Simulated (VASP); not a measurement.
Wanted: the native input for a VASP 6.6.1 run.

| Item | Value |
| --- | --- |
| Task | single point |
| Functional | LDA |
| Potentials or basis | VASP PAW LDA potentials, release 64 (Si) |
| Cutoff | 520 eV |
| k mesh | 12 × 12 × 12 |
| Occupations | gaussian, width 0.05 eV |
| Spin | no spin polarisation |
| Dipole correction | no |
| Further INCAR settings | ALGO = Normal; EDIFF = 1e-06; NBANDS = 11 |

The structure of Si lies in POSCAR:

```
Si
1.0
    0.0000000000      2.6042462127      2.9047762257
    2.6042462127      0.0000000000      2.9047762257
    2.6042462127      2.6042462127      0.0000000000
Si
2
Direct
    0.5000000000      0.5000000000      0.5000000000
    0.7500000000      0.7500000000      0.7500000000
```

This cell differs from its parent crystal: volume 19.700 Å^3 an atom, c/a of the conventional cell 1.1154.

The input as run:

INCAR

```
PREC = Accurate
ENCUT = 520
EDIFF = 1E-6
ISMEAR = 0
SIGMA = 0.05
LREAL = False
LASPH = True
NELM = 100
ALGO = Normal
ISIF = 2
LWAVE = False
LCHARG = False
GGA = CA
NBANDS = 11
```

KPOINTS

```
regular mesh
0
Gamma
  12 12 12
```

Potentials or basis: VASP PAW LDA potentials, release 64 (Si).

Command:

```sh
$ cat potpaw_LDA.64/Si/POTCAR > POTCAR
$ mpirun -np 1 vasp_std > vasp.out
```

It gave:

* Pressure: -0.3 GPa
* Band gap on the k mesh: zero (band 4 reaches 6.25 eV, above the bottom of band 5 at 6.10 eV)

Run time: 22 s on 1 thread of Intel(R) Xeon(R) 6975P-C (Granite Rapids), with other jobs on the host, peak memory 0.17 GiB.
